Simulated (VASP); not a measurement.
# PtSe2 (P-3m1) in VASP: a series of runs, part 2 of 2

VASP 6.6.1.

## (4) Single point, PBE+D4, non-collinear spin, zero start, spin-orbit coupling

File INCAR:

```
SYSTEM = PtSe2
  PREC = Accurate
  ENCUT = 520
  EDIFF = 1E-6
  ISMEAR = 0
  SIGMA = 0.05
  LREAL = .False.
  LASPH = .True.
  NELM = 150
  ALGO = Normal
  ISIF = 2
  LWAVE = .False.
  LCHARG = .False.
  MAGMOM = 0 0 0 0 0 0 0 0 0
  LORBIT = 11
  LSORBIT = .True.
  GGA_COMPAT = .False.
  LORBMOM = .True.
  LMAXMIX = 4
  GGA = PE
  IVDW = 13
  NBANDS = 35
```

File KPOINTS:

```
regular mesh
0
Gamma
  8 8 4
  0 0 0
```

File POSCAR:

```
PtSe2
1.0
    3.7492352056      0.0000000000      0.0000000000
   -1.8746176028      3.2469329328      0.0000000000
    0.0000000000      0.0000000000      6.5290296326
Pt Se
1 2
Direct
    0.0000000000      0.0000000000      0.0000000000
    0.3333333333      0.6666666667      0.2006362891
    0.6666666667      0.3333333333      0.7993637109
```

Potentials or basis: VASP PAW PBE potentials, release 64 (Pt, Se).

The run is started by

```sh
> cat potpaw_PBE.64/Pt/POTCAR potpaw_PBE.64/Se/POTCAR > POTCAR
> mpirun -np 1 vasp_ncl > vasp.out
```

OUTCAR:

```text
SYSTEM = PtSe2
   PREC = Accurate
   ENCUT = 520
   EDIFF = 1E-6
   ISMEAR = 0
   LREAL = .False.
   LASPH = .True.
   NELM = 150
   ISIF = 2
   LORBIT = 11
   LSORBIT = .True.
   GGA = PE
   IVDW = 13

 ion  position               nearest neighbor table
   1  0.000  0.000  0.000-   2 2.53   3 2.53   2 2.53   3 2.53   3 2.53   2 2.53
   2  0.333  0.667  0.201-   1 2.53   1 2.53   1 2.53
   3  0.667  0.333  0.799-   1 2.53   1 2.53   1 2.53

  LATTYP: Found a hexagonal cell.
 ALAT       =     3.7492352056
 C/A-ratio  =     1.7414297249

  Lattice vectors:

 A1 = (   3.7492352056,   0.0000000000,   0.0000000000)
 A2 = (  -1.8746176028,   3.2469329328,   0.0000000000)
 A3 = (   0.0000000000,   0.0000000000,   6.5290296326)

Analysis of symmetry for initial positions (statically):
=====================================================================
 Subroutine PRICEL returns:
 Original cell was already a primitive cell.

 Routine SETGRP: Setting up the symmetry group for a
 hexagonal supercell.

 Subroutine GETGRP returns: Found 12 space group operations
 (whereof 12 operations were pure point group operations)
 out of a pool of 24 trial point group operations.

The static configuration has the point symmetry D_3d.

Analysis of symmetry for dynamics (positions and initial velocities):
=====================================================================
 Subroutine PRICEL returns:
 Original cell was already a primitive cell.

 Routine SETGRP: Setting up the symmetry group for a
 hexagonal supercell.

 Subroutine GETGRP returns: Found 12 space group operations
 (whereof 12 operations were pure point group operations)
 out of a pool of 24 trial point group operations.

The dynamic configuration has the point symmetry D_3d.

Analysis of structural, dynamic, and magnetic symmetry:
=====================================================================
 Subroutine PRICEL returns:
 Original cell was already a primitive cell.

 Routine SETGRP: Setting up the symmetry group for a
 hexagonal supercell.

 Subroutine GETGRP returns: Found 12 space group operations
 (whereof 12 operations were pure point group operations)
 out of a pool of 24 trial point group operations.
[... 1103 lines left out ...]

 # of ion     p       d       tot
 ----------------------------------------
  1         0.000   0.000   0.000
  2         0.000   0.000   0.000
  3         0.000  -0.000   0.000
 ----------------------------------------
            0.000  -0.000   0.000

 orbital moment (z)

 # of ion     p       d       tot
 ----------------------------------------
  1         0.000   0.000   0.000
  2         0.000  -0.000  -0.000
  3         0.000  -0.000  -0.000
 ----------------------------------------
            0.000   0.000   0.000

 Spin-Orbit-Coupling matrix elements

 Ion:    1  E_soc:     -0.7397069
 l=   1
     0.0000000    -0.0321117    -0.0335678
    -0.0321117     0.0000000    -0.0321117
    -0.0335678    -0.0321117     0.0000000
 l=   2
     0.0000000    -0.0200440     0.0000000    -0.0200440    -0.0676322
    -0.0200440     0.0000000    -0.0497248    -0.0248043    -0.0200440
     0.0000000    -0.0497248     0.0000000    -0.0497248     0.0000000
    -0.0200440    -0.0248043    -0.0497248     0.0000000    -0.0200440
    -0.0676322    -0.0200440     0.0000000    -0.0200440     0.0000000
 l=   3
     0.0000000     0.0000000     0.0000000     0.0000000     0.0000000     0.0000000     0.0000000
     0.0000000     0.0000000     0.0000000     0.0000000     0.0000000     0.0000000     0.0000000
     0.0000000     0.0000000     0.0000000     0.0000000     0.0000000     0.0000000     0.0000000
     0.0000000     0.0000000     0.0000000     0.0000000     0.0000000     0.0000000     0.0000000
[... 29 lines left out ...]
 l=   2
     0.0000000     0.0000009     0.0000000     0.0000009    -0.0000113
     0.0000009     0.0000000    -0.0000070    -0.0000017     0.0000009
     0.0000000    -0.0000070     0.0000000    -0.0000070     0.0000000
     0.0000009    -0.0000017    -0.0000070     0.0000000     0.0000009
    -0.0000113     0.0000009     0.0000000     0.0000009     0.0000000
 l=   3
     0.0000000     0.0000000     0.0000000     0.0000000     0.0000000     0.0000000     0.0000000
     0.0000000     0.0000000     0.0000000     0.0000000     0.0000000     0.0000000     0.0000000
     0.0000000     0.0000000     0.0000000     0.0000000     0.0000000     0.0000000     0.0000000
     0.0000000     0.0000000     0.0000000     0.0000000     0.0000000     0.0000000     0.0000000
     0.0000000     0.0000000     0.0000000     0.0000000     0.0000000     0.0000000     0.0000000
     0.0000000     0.0000000     0.0000000     0.0000000     0.0000000     0.0000000     0.0000000
     0.0000000     0.0000000     0.0000000     0.0000000     0.0000000     0.0000000     0.0000000

 total charge

# of ion       s       p       d       tot
------------------------------------------
    1        0.671   0.694   7.961   9.326
    2        1.478   2.240   0.055   3.773
    3        1.478   2.240   0.055   3.773
--------------------------------------------------
tot          3.627   5.174   8.070  16.872

 magnetization (x)

# of ion       s       p       d       tot
------------------------------------------
    1        0.000   0.000   0.000   0.000
    2        0.000  -0.000   0.000  -0.000
    3        0.000  -0.000   0.000  -0.000
--------------------------------------------------
tot          0.000  -0.000   0.000  -0.000

 magnetization (y)

# of ion       s       p       d       tot
------------------------------------------
    1       -0.000   0.000   0.000  -0.000
    2        0.000   0.000  -0.000   0.000
    3        0.000   0.000  -0.000  -0.000
--------------------------------------------------
tot         -0.000   0.000  -0.000   0.000

 magnetization (z)

# of ion       s       p       d       tot
------------------------------------------
    1       -0.000  -0.000  -0.000  -0.000
    2        0.000   0.000   0.000   0.000
    3        0.000   0.000   0.000   0.000
--------------------------------------------------
tot         -0.000  -0.000  -0.000  -0.000
```

OSZICAR:

```text
N       E                     dE             d eps       ncg     rms          rms(c)
DAV:   1     0.122140850407E+03    0.12214E+03   -0.94139E+03  2450   0.108E+03
DAV:   2    -0.742563459951E+01   -0.12957E+03   -0.12190E+03  2982   0.215E+02
DAV:   3    -0.154839524685E+02   -0.80583E+01   -0.79318E+01  2997   0.525E+01
DAV:   4    -0.155954515646E+02   -0.11150E+00   -0.11137E+00  2941   0.671E+00
DAV:   5    -0.155973830663E+02   -0.19315E-02   -0.19311E-02  3012   0.877E-01    0.134E+01
DAV:   6    -0.149305934126E+02    0.66679E+00   -0.41575E+00  2543   0.208E+01    0.808E+00
DAV:   7    -0.147266550410E+02    0.20394E+00   -0.84233E-01  2528   0.959E+00    0.420E+00
DAV:   8    -0.147112882579E+02    0.15367E-01   -0.67295E-02  2819   0.152E+00    0.160E+00
DAV:   9    -0.147042338261E+02    0.70544E-02   -0.11460E-02  2800   0.114E+00    0.345E-01
DAV:  10    -0.147042212266E+02    0.12599E-04   -0.33265E-03  2869   0.412E-01    0.136E-01
DAV:  11    -0.147043728876E+02   -0.15166E-03   -0.44676E-04  2617   0.162E-01    0.520E-02
DAV:  12    -0.147043851978E+02   -0.12310E-04   -0.14861E-05  2947   0.374E-02    0.169E-02
DAV:  13    -0.147043910670E+02   -0.58691E-05   -0.48523E-06  2628   0.143E-02    0.819E-03
DAV:  14    -0.147043933111E+02   -0.22441E-05   -0.33997E-06  2674   0.125E-02    0.221E-03
DAV:  15    -0.147043936808E+02   -0.36972E-06   -0.27452E-07  2106   0.342E-03
   1 F= -.15872717E+02 E0= -.15872717E+02  d E =-.214917E-11  mag=     0.0000     0.0000     0.0000
```

Wall time 3.1 min (1 thread of Oxide Virtual Turin-like, shared host); peak memory 0.4 GiB.

What came out:

```yaml
Free_energy: -15.8727 eV
Pressure: -2.1 GPa
Largest_force: 0.009 eV/Å
Net_moment: 0.00 μB per cell
Valence_electrons_inside_the_program's_atomic_spheres: Pt 9.33; Se 3.77
Dispersion_energy_per_atom: -0.389 eV
```

Forces on the atoms (eV/Å):
```
Pt   0.000  0.000  0.000
Se   0.000  0.000  0.009
Se   0.000  0.000 -0.009
```

Moments on the atoms (μB; x, y, z):
```
Pt  0.00 0.00 0.00
Se  0.00 0.00 0.00
Se  0.00 0.00 0.00
```

## (5) Summary

| level | smearing | pressure (GPa) | moment (μB) | largest force (eV/Å) |
| --- | --- | --- | --- | --- |
| PBE | fermi-dirac 0.005 eV | 0.1 | 0.00 | 0.01 |
| PBE | methfessel-paxton 0.05 eV | 0.1 | 0.00 | 0.01 |
| PBE+D4 | gaussian 0.05 eV | -2.1 | 0.00 | 0.01 |

Alike in all rows: task single point; potentials or basis VASP PAW PBE potentials, release 64 (Pt, Se); spin non-collinear, zero start, SOC; cell as given; k mesh 8 × 8 × 4; cutoff (eV) 520.

The pressure there spans -2.1 GPa (PBE+D4) to 0.1 GPa (PBE); a positive pressure means that this level wants a larger cell, a negative one a smaller.

Caveats: this functional lacks dispersion, which binds layers or chains, so the pressure and a relaxed spacing across them are unreliable (at least some runs).

Absolute energies hang on the potentials; compare differences alone.
